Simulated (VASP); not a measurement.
Runs of VASP 6.6.1 on Al. The structure is that of space group Cmcm (No. 63), or close to it. The cells are those of the table. 

| cell | k mesh | gap on the mesh (eV) | pressure (GPa) | largest force (eV/Å) |
| --- | --- | --- | --- | --- |
| a = 4.532, b = 4.532, c = 3.943 Å, angles 102.2, 102.2, 144.5°, 2 atoms | 13 × 13 × 9 | none | 0.1 | - |
| a = 4.343, b = 4.343, c = 3.779 Å, angles 102.2, 102.2, 144.5°, 2 atoms | 18 × 18 × 12 | none | (a) | 0.08 |
| a = 4.471, b = 4.471, c = 3.890 Å, angles 102.2, 102.2, 144.5°, 2 atoms | 18 × 18 × 12 | none | 3.4 | 0.03 |
| a = 4.408, b = 4.408, c = 3.835 Å, angles 102.2, 102.2, 144.5°, 2 atoms | 18 × 18 × 12 | none | (b) | 0.06 |

Alike in all rows: task single point; level LDA; potentials or basis VASP PAW LDA potentials, release 64 (Al); no spin polarisation; cutoff (eV) 520; smearing fermi-dirac 0.1 eV.

Question: Fill in the values left out.

Answer: (a) 13.0; (b) 7.7.

A gap of «none» marks levels without a gap at the run's occupations.
